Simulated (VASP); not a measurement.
**W: relaxation of cell and atoms with LDA**

W:

```
CELL_PARAMETERS angstrom
2.82000 0.00000 0.00000
-1.41000 2.44219 0.00000
0.00000 0.00000 4.60506
ATOMIC_POSITIONS crystal
W 0.33333 0.66667 0.25000
W 0.66667 0.33333 0.75000
```

This isn't the form of W at room conditions, which is bcc.

| Property | Result |
| --- | --- |
| Program | VASP 6.6.1 |
| Task | relaxation of cell and atoms |
| Functional | LDA |
| Potentials or basis | VASP PAW LDA potentials, release 64 (W_sv) |
| Cutoff | 600 eV |
| k mesh | 10 × 10 × 6 |
| Occupations | fermi-dirac, width 0.05 eV |
| Spin | no spin polarisation |
| Dipole correction | no |
| Further INCAR settings | ALGO = Normal; EDIFF = 1e-06; IBRION = 2; EDIFFG = -0.03; NSW = 60; ISIF = 3 |

```yaml
Relaxed_volume: 15.82 Å³/atom
Relaxed_cell: a = 2.745 Å, b = 2.745 Å, c = 4.851 Å, α = 90.00°, β = 90.00°, γ = 120.00°
Space_group_after_relaxing_to_0.1_Å: P6_3/mmc (No. 194)
Energy_gained_by_relaxing: 52.0 meV/atom
Ionic_steps: 7
Pressure_after_relaxing: 0.0 GPa
Band_gap_on_the_k_mesh: zero (bands 14 and 15 overlap by 1.94 eV)
```

The path:
| step | energy change (eV) | largest force (eV/Å) | pressure (GPa) | volume (Å³) |
| --- | --- | --- | --- | --- |
| 1 | 0.0000 | 0.0000 | -2.32 | 31.71 |
| 2 | -0.0707 | 0.0000 | 10.72 | 30.62 |
| 3 | -0.0775 | 0.0000 | 7.71 | 30.84 |
| 4 | -0.0946 | 0.0000 | 0.44 | 31.71 |
| 5 | -0.1008 | 0.0000 | 2.74 | 31.40 |
| 6 | -0.1033 | 0.0000 | -1.24 | 31.76 |
| 7 | -0.1040 | 0.0000 | -0.01 | 31.64 |

Final structure:
```xyz
2
Lattice="2.7445 0.0000 0.0000 -1.3723 2.3768 0.0000 0.0000 0.0000 4.8506" Properties=species:S:1:pos:R:3 pbc="T T T"
W     0.0000    1.5845    1.2127
W     1.3723    0.7923    3.6380
```

Levels at points of the mesh, in eV from the Fermi level:
| k point | band 11 | band 12 | band 13 | band 14 | band 15 | band 16 | band 17 | band 18 |
| --- | --- | --- | --- | --- | --- | --- | --- | --- |
| (0.00, 0.00, 0.00) | -1.72 | -0.51 | -0.51 | 0.02 | 0.12 | 0.12 | 1.97 | 1.97 |
| (0.50, 0.00, 0.00) | -4.66 | -1.28 | -0.80 | -0.33 | -0.31 | 4.91 | 5.89 | 6.23 |
| (0.00, 0.00, 0.50) | -2.15 | -2.15 | -0.47 | -0.47 | -0.47 | -0.47 | 3.62 | 3.62 |
| (0.50, 0.00, 0.50) | -3.60 | -3.60 | 1.47 | 1.47 | 1.66 | 1.66 | 5.34 | 5.34 |

Run time: 2.7 min on 1 thread of Intel(R) Xeon(R) Platinum 8259CL CPU @ 2.50GHz (Skylake/Cascade Lake), with other jobs on the host, peak memory 0.18 GiB.

Caveat: spin-orbit coupling is left out, which moves the levels of the heavy elements.
